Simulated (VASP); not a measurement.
# As (Fm-3m) in VASP: single point with PBE

Aim: the single point of As with PBE.

Everything below comes from runs of VASP 6.6.1. Logs are shortened: lines on timing, memory, paths and dates and some standing lists are left out, and cuts for length are marked.

### Step 1. The cell of the first run

It takes space group Fm-3m (No. 225, cubic). The conventional cell has a = 4.262 Å, b = 4.262 Å, c = 4.262 Å, α = 90.00°, β = 90.00°, γ = 90.00°. As (site symmetry m-3m) has 12 As at 3.01 Å within 4.0 Å.

This isn't the form of As at room conditions, which is rhombohedral.

### Step 2. Single point, PBE, non-collinear spin, zero start, spin-orbit coupling

Contents of INCAR:

```
ALGO = Normal ; EDIFF = 1E-7
ENCUT = 520 ; GGA = PE
GGA_COMPAT = False ; ISIF = 2
ISMEAR = -1 ; LASPH = True
LCHARG = False ; LNONCOLLINEAR = True
LORBIT = 11 ; LORBMOM = True
LREAL = False ; LSORBIT = True
LWAVE = False ; MAGMOM = 0 0 0
NBANDS = 16 ; NELM = 150
PREC = Accurate ; SIGMA = 0.05
```

Contents of KPOINTS:

```
k-points
0
Gamma
  17 17 17
```

Contents of POSCAR:

```
As
1.0
    0.0000000000      2.1309265128      2.1309265128
    2.1309265128      0.0000000000      2.1309265128
    2.1309265128      2.1309265128      0.0000000000
As
1
Direct
    0.0000000000      0.0000000000      0.0000000000
```

Potentials or basis: VASP PAW PBE potentials, release 64 (As).

On the command line:

```
cat potpaw_PBE.64/As/POTCAR > POTCAR
mpirun -np 1 vasp_ncl > vasp.out
```

OUTCAR:

```text
EDIFF = 1E-7
   ENCUT = 520
   GGA = PE
   ISIF = 2
   ISMEAR = -1
   LASPH = True
   LNONCOLLINEAR = True
   LORBIT = 11
   LREAL = False
   LSORBIT = True
   NELM = 150
   PREC = Accurate

 ion  position               nearest neighbor table
   1  0.000  0.000  0.000-

  LATTYP: Found a face centered cubic cell.
 ALAT       =     4.2618530256

  Lattice vectors:

 A1 = (   0.0000000000,   2.1309265128,   2.1309265128)
 A2 = (   2.1309265128,   0.0000000000,   2.1309265128)
 A3 = (   2.1309265128,   2.1309265128,   0.0000000000)

Analysis of symmetry for initial positions (statically):
=====================================================================
 Subroutine PRICEL returns:
 Original cell was already a primitive cell.

 Routine SETGRP: Setting up the symmetry group for a
 face centered cubic supercell.

 Subroutine GETGRP returns: Found 48 space group operations
 (whereof 48 operations were pure point group operations)
 out of a pool of 48 trial point group operations.

The static configuration has the point symmetry O_h .

Analysis of symmetry for dynamics (positions and initial velocities):
=====================================================================
 Subroutine PRICEL returns:
 Original cell was already a primitive cell.

 Routine SETGRP: Setting up the symmetry group for a
 face centered cubic supercell.

 Subroutine GETGRP returns: Found 48 space group operations
 (whereof 48 operations were pure point group operations)
 out of a pool of 48 trial point group operations.

The dynamic configuration has the point symmetry O_h .

Analysis of structural, dynamic, and magnetic symmetry:
=====================================================================
 Subroutine PRICEL returns:
 Original cell was already a primitive cell.

 Routine SETGRP: Setting up the symmetry group for a
 face centered cubic supercell.

 Subroutine GETGRP returns: Found 48 space group operations
 (whereof 48 operations were pure point group operations)
 out of a pool of 48 trial point group operations.

The overall configuration has the point symmetry O_h .

 Subroutine INISYM returns: Found 48 space group operations
 (whereof 48 operations are pure point group operations),
 and found     1 'primitive' translations

----------------------------------------------------------------------------------------

                                     Primitive cell

  volume of cell :      19.3524

  direct lattice vectors                    reciprocal lattice vectors
     0.000000000  2.130926513  2.130926513    -0.234639720  0.234639720  0.234639720
     2.130926513  0.000000000  2.130926513     0.234639720 -0.234639720  0.234639720
     2.130926513  2.130926513  0.000000000     0.234639720  0.234639720 -0.234639720

  length of vectors
     3.013585175  3.013585175  3.013585175     0.406407916  0.406407916  0.406407916

  position of ions in fractional coordinates (direct lattice)
     0.000000000  0.000000000  0.000000000

  ion indices of the primitive-cell ions
   primitive index   ion index
                 1           1

----------------------------------------------------------------------------------------

 KPOINTS: k-points

Automatic generation of k-mesh.
 Grid dimensions read from file:
 generate k-points for:   17   17   17

 Generating k-lattice:

  Cartesian coordinates                     Fractional coordinates (reciprocal lattice)
    -0.013802336  0.013802336  0.013802336     0.058823529  0.000000000  0.000000000
     0.013802336 -0.013802336  0.013802336     0.000000000  0.058823529  0.000000000
     0.013802336  0.013802336 -0.013802336     0.000000000  0.000000000  0.058823529

  Length of vectors
     0.023906348  0.023906348  0.023906348

  Shift w.r.t. Gamma in fractional coordinates (k-lattice)
     0.000000000  0.000000000  0.000000000

 Subroutine IBZKPT returns following result:
 ===========================================

 Found    165 irreducible k-points:

 Following reciprocal coordinates:
            Coordinates               Weight
  0.000000  0.000000  0.000000      1.000000
  0.058824  0.000000  0.000000      8.000000
  0.117647  0.000000  0.000000      8.000000
  0.176471  0.000000  0.000000      8.000000
  0.235294  0.000000  0.000000      8.000000
  0.294118  0.000000  0.000000      8.000000
[... 16 lines left out ...]
 -0.176471  0.058824  0.000000     24.000000
 -0.117647  0.058824  0.000000     24.000000
 [... further k-points ...]
   k-points           NKPTS =    165   k-points in BZ     NKDIM =    165   number of bands    NBANDS=     16
   number of dos      NEDOS =    301   number of ions     NIONS =      1
   total plane-waves  NPLWV =  13824
   dimension x,y,z NGX =    24 NGY =   24 NGZ =   24
   dimension x,y,z NGXF=    48 NGYF=   48 NGZF=   48
   ions per type =               1
   NGX,Y,Z   is equivalent  to a cutoff of  13.24, 13.24, 13.24 a.u.
   NGXF,Y,Z  is equivalent  to a cutoff of  26.48, 26.48, 26.48 a.u.
 SYSTEM =  unknown system
   PREC   = accura    normal or accurate (medium, high low for compatibility)
   ISTART =      0    job   : 0-new  1-cont  2-samecut
   ICHARG =      2    charge: 1-file 2-atom 10-const
   ISPIN  =      1    spin polarized calculation?
   LNONCOLLINEAR =      T non collinear calculations
   LSORBIT =      T    spin-orbit coupling
   LASPH  =      T    aspherical Exc in radial PAW
   ENCUT  =  520.0 eV  38.22 Ry    6.18 a.u.   5.60  5.60  5.60*2*pi/ulx,y,z
   NELM   =    150;   NELMIN=  2; NELMDL= -5     # of ELM steps
   EDIFF  = 0.1E-06   stopping-criterion for ELM
   LREAL  =      F    real-space projection
   EDIFFG = 0.1E-05   stopping-criterion for IOM
   NSW    =      0    number of steps for IOM
   IBRION =     -1    ionic relax: 0-MD 1-quasi-New 2-CG
   NFREE  =      0    steps in history (QN), initial steepest desc. (CG)
   ISIF   =      2    stress and relaxation
   ISYM   =      2    0-nonsym 1-usesym 2-fastsym
   POTIM  = 0.5000    time-step for ionic-motion
   TEBEG  =    0.0;   TEEND  =   0.0 temperature during run
   PSTRESS=    0.0 pullay stress
   NELECT =       5.0000    total number of electrons
   NUPDOWN=      -1.0000    fix difference up-down
   EMIN   =  10.00;   EMAX   =-10.00  energy-range for DOS
   EFERMI =   0.00;   METHOD = LEGACY
   ISMEAR =    -1;   SIGMA  =   0.05  broadening in eV -4-tet -1-fermi 0-gaus
   EFERMI_NEDOS =   21; number of points for ismear=-14 and -15
   IALGO  =     38    algorithm
   IMIX   =      4    mixing-type and parameters
     AMIX     =   0.40;   BMIX     =  1.00
     AMIX_MAG =   1.60;   BMIX_MAG =  1.00
  volume/ion in A,a.u.               =      19.35       130.60
  Fermi-wavevector in a.u.,A,eV,Ry     =   1.042685  1.970388 14.792139  1.087192
  Thomas-Fermi vector in A             =   2.177361
   LORBIT       =     11    0 simple, 1 ext, 2 COOP (PROOUT), +10 PAW based schemes
   GGA     = PE    functional components
   LHFCALC =     F    Hartree Fock is set to
   AEXX    =    0.0000 exact exchange contribution
   IVDW    =     0    specifies the selected vdW correction
   LEPSILON=     F    determine dielectric tensor
   LRPA    =     F    only Hartree local field effects (RPA)
  energy-cutoff  :      520.00
  volume of cell :       19.35
 maximum number of plane-waves:      1068
   NGX = 11   NGY = 11   NGZ = 11

 number of electron       5.0000001 magnetization      -0.0000000     -0.0000000      0.0000000

 number of electron       5.0000001 magnetization      -0.0000000     -0.0000000     -0.0000000

 number of electron       5.0000001 magnetization       0.0000000      0.0000000      0.0000000

 Free energy of the ion-electron system (eV)
  ---------------------------------------------------
  ext. energy  EPLUGINS =         0.00000000
  ---------------------------------------------------
  free energy    TOTEN  =        -4.14290510 eV

  energy without entropy =       -4.13754521  energy(sigma->0) =       -4.14022516

 E-fermi :   6.4141     XC(G=0): -10.7047

 val. band max:        6.4021327765   @ k =   0.4706   0.2353   0.1176
 cond. band min:       6.4360982181   @ k =   0.4118   0.2941   0.0000
 fundamental gap:      0.0339654416
 Fermi energy:         6.4141039083

 k-point     1 :       0.0000    0.0000    0.0000
  band No.  band energies     occupation
      1      -8.6400      1.00000
      2      -8.6400      1.00000
      3      11.6176      0.00000
      4      11.6176      0.00000
      5      12.1884      0.00000
      6      12.1884      0.00000
[... 8 lines left out ...]
     15      20.1854      0.00000
     16      20.1854      0.00000

 k-point     2 :       0.0588    0.0000    0.0000
  band No.  band energies     occupation
      1      -8.5600      1.00000
      2      -8.5600      1.00000
      3      11.1996      0.00000
      4      11.1996      0.00000
      5      11.8408      0.00000
      6      11.8408      0.00000
[... 8 lines left out ...]
     15      20.5550      0.00000
     16      20.5550      0.00000

 k-point     3 :       0.1176    0.0000    0.0000
  band No.  band energies     occupation
      1      -8.3205      1.00000
      2      -8.3205      1.00000
      3       9.7086      0.00000
      4       9.7086      0.00000
      5      11.5141      0.00000
      6      11.5141      0.00000
[... 8 lines left out ...]
     15      21.4576      0.00000
     16      21.4576      0.00000
[... 362 lines left out ...]
 k-point    23 :      -0.1765    0.0588    0.0000
  band No.  band energies     occupation
      1      -7.6880      1.00000
      2      -7.6880      1.00000
      3       7.1814      0.00000
      4       7.1814      0.00000
      5      10.2602      0.00000
      6      10.2602      0.00000
[... 8 lines left out ...]
     15      21.5432      0.00000
     16      21.5432      0.00000

 k-point    24 :      -0.1176    0.0588    0.0000
  band No.  band energies     occupation
      1      -8.1349      1.00000
      2      -8.1349      1.00000
      3       9.0633      0.00000
      4       9.0633      0.00000
      5      10.6822      0.00000
      6      10.6822      0.00000
[... 8 lines left out ...]
     15      21.4914      0.00000
     16      21.4914      0.00000

 [... further k-points ...]

------------------------ aborting loop because EDIFF is reached ----------------------------------------

  FORCE on cell =-STRESS in cart. coord.  units (eV):
  Direction    XX          YY          ZZ          XY          YZ          ZX
  --------------------------------------------------------------------------------------
  -------------------------------------------------------------------------------------
  Total        0.0051310      0.0051310      0.0051310     -0.0000000      0.0000000     -0.0000000
  in kB        0.4247893      0.4247893      0.4247893     -0.0000000      0.0000000     -0.0000000
  external PRESSURE =       0.4247893 kB  Pullay stress =       0.0000000 kB

 VOLUME and BASIS-vectors are now :
 -----------------------------------------------------------------------------
  energy-cutoff  :      520.00
  volume of cell :       19.35
      direct lattice vectors                 reciprocal lattice vectors
     0.000000000  2.130926513  2.130926513    -0.234639720  0.234639720  0.234639720
     2.130926513  0.000000000  2.130926513     0.234639720 -0.234639720  0.234639720
     2.130926513  2.130926513  0.000000000     0.234639720  0.234639720 -0.234639720

 POSITION                                       TOTAL-FORCE (eV/Angst)
 -----------------------------------------------------------------------------------
      0.00000      0.00000      0.00000        -0.000000     -0.000000      0.000000
 -----------------------------------------------------------------------------------
    total drift:                               -0.000000      0.000000     -0.000000

  FREE ENERGIE OF THE ION-ELECTRON SYSTEM (eV)
  ---------------------------------------------------
  free  energy   TOTEN  =        -4.1429051025 eV

  energy  without entropy=       -4.1375452081  energy(sigma->0) =       -4.14022516

 orbital moment (x)

 # of ion     p       d       tot
 ----------------------------------------
  1         0.000  -0.000  -0.000
 ----------------------------------------
            0.000  -0.000  -0.000

 orbital moment (y)

 # of ion     p       d       tot
 ----------------------------------------
  1         0.000   0.000   0.000
 ----------------------------------------
            0.000   0.000   0.000

 orbital moment (z)

 # of ion     p       d       tot
 ----------------------------------------
  1         0.000  -0.000   0.000
 ----------------------------------------
            0.000  -0.000   0.000

 Spin-Orbit-Coupling matrix elements

 Ion:    1  E_soc:     -0.0290150
 l=   1
     0.0000000    -0.0048194    -0.0048194
    -0.0048194     0.0000000    -0.0048194
    -0.0048194    -0.0048194     0.0000000
 l=   2
     0.0000000    -0.0000050     0.0000000    -0.0000050    -0.0000114
    -0.0000050     0.0000000    -0.0000085    -0.0000050    -0.0000028
     0.0000000    -0.0000085     0.0000000    -0.0000085     0.0000000
    -0.0000050    -0.0000050    -0.0000085     0.0000000    -0.0000028
    -0.0000114    -0.0000028     0.0000000    -0.0000028     0.0000000
 l=   3
     0.0000000     0.0000000     0.0000000     0.0000000     0.0000000     0.0000000     0.0000000
     0.0000000     0.0000000     0.0000000     0.0000000     0.0000000     0.0000000     0.0000000
     0.0000000     0.0000000     0.0000000     0.0000000     0.0000000     0.0000000     0.0000000
     0.0000000     0.0000000     0.0000000     0.0000000     0.0000000     0.0000000     0.0000000
     0.0000000     0.0000000     0.0000000     0.0000000     0.0000000     0.0000000     0.0000000
     0.0000000     0.0000000     0.0000000     0.0000000     0.0000000     0.0000000     0.0000000
     0.0000000     0.0000000     0.0000000     0.0000000     0.0000000     0.0000000     0.0000000

 total charge

# of ion       s       p       d       tot
------------------------------------------
    1        1.351   1.197   0.049   2.598

 magnetization (x)

# of ion       s       p       d       tot
------------------------------------------
    1        0.000   0.000  -0.000   0.000

 magnetization (y)

# of ion       s       p       d       tot
------------------------------------------
    1        0.000   0.000  -0.000   0.000

 magnetization (z)

# of ion       s       p       d       tot
------------------------------------------
    1        0.000   0.000  -0.000   0.000
```

Run time: 70 s. Hardware: 1 thread of Intel Xeon Platinum 8259CL at 2.50GHz (Skylake/Cascade Lake), shared host; peak memory 0.24 GiB.

Results:

```yaml
Free_energy: -4.1429 eV
Pressure: 0.0 GPa
Net_moment: 0.00 μB per cell
Valence_electrons_inside_the_program's_atomic_spheres: As 2.60
```

Moments on the atoms (μB; x, y, z):
```
As  0.00 0.00 0.00
```
